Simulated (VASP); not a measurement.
LuPd:

```xyz
2
Lattice="3.4150 0.0000 0.0000 0.0000 3.4150 0.0000 0.0000 0.0000 3.4150" Properties=species:S:1:pos:R:3 pbc="T T T"
Lu    0.0000    0.0000    0.0000
Pd    1.7075    1.7075    1.7075
```

```yaml
Program: VASP 6.6.1
Task: relaxation of cell and atoms
Functional: PBEsol
Potentials_or_basis: VASP PAW PBE potentials, release 64 (Lu, Pd)
Cutoff: 600 eV
k_mesh: 14 × 14 × 14
Occupations: fermi-dirac, width 0.1 eV
Spin: no spin polarisation
```

At the start: pressure -2.1 GPa; volume 19.91 Å³/atom.

Question: Where does the relaxation end?

Answer: Over 16 steps the energy falls by 2.7 meV/atom and the volume is 19.52 Å³/atom (-2.0 %); space group Pm-3m (No. 221, to 0.05 Å).

Step by step:
```
step  energy change (eV)  largest force (eV/Å)  pressure (GPa)  volume (Å³)
   1              0.0000                0.0000           -2.15        39.83
   2             -0.0005                0.0000            2.24        38.31
   3             -0.0054                0.0000            0.02        39.03
   4             -0.0054                0.0000           -0.03        39.05
   5             -0.0054                0.0000           -0.03        39.05
   6             -0.0054                0.0000           -0.02        39.05
   7             -0.0054                0.0000           -0.05        39.05
   8             -0.0054                0.0000           -0.05        39.05
   9             -0.0054                0.0000           -0.04        39.05
  10             -0.0054                0.0000           -0.04        39.05
  11             -0.0054                0.0000           -0.03        39.05
  12             -0.0054                0.0000           -0.02        39.05
  13             -0.0054                0.0000           -0.02        39.05
  14             -0.0054                0.0000           -0.02        39.05
  15             -0.0054                0.0000           -0.04        39.04
  16             -0.0054                0.0000           -0.01        39.04
```

Final structure:
```
CELL_PARAMETERS angstrom
3.39235 0.00000 0.00000
0.00000 3.39235 0.00000
0.00000 0.00000 3.39235
ATOMIC_POSITIONS crystal
Lu 0.00000 0.00000 0.00000
Pd 0.50000 0.50000 0.50000
```

Caveat: the PAW data sets were made with another functional, which shifts forces and pressure a little.
